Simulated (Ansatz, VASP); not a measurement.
# One calculation of Si4N, two programs

```
Si N
1.0
     3.34840    1.93320    1.79050
    -3.34840    1.93320    1.79050
     0.00000   -3.86640    1.79050
Si N
4 1
Direct
  0.71211 0.16412 0.71211
  0.71211 0.71211 0.16412
  0.16412 0.71211 0.71211
  0.32257 0.32257 0.32257
  0.99159 0.99159 0.99159
```

Alike in both runs: task single point; functional PBE; k mesh 6 × 6 × 6; occupations gaussian, width 0.1 eV; collinear spin.

|  | VASP | Ansatz |
| --- | --- | --- |
| version | VASP 6.6.1 | Ansatz 0.2.0 |
| potentials or method | VASP PAW PBE potentials, release 64 (Si, N), cutoff 520 eV | scalar-relativistic, plane waves, PAW |
| valence electrons in the cell | 21 | 21 |

Ansatz gave:

```
gap on the k mesh at the Fermi level (eV)                     : none
pressure (GPa)                                                : 0.1
traceless stress, the component that is largest in VASP (GPa) : -0.05
rms of the force components (eV/Å)                            : 0.003
net moment per atom (μB)                                      : 0.00
```

Which values does VASP return?

gap on the k mesh at the Fermi level (eV): none; pressure (GPa): 0.0; traceless stress, the component that is largest in VASP (GPa): -0.07; rms of the force components (eV/Å): 0.004; net moment per atom (μB): 0.00.

Atom by atom the forces differ by 0.001 eV/Å (rms over components). A gap of «none» marks a metal or a gap that the smearing closes. Ansatz's warnings: seeded moment not kept.
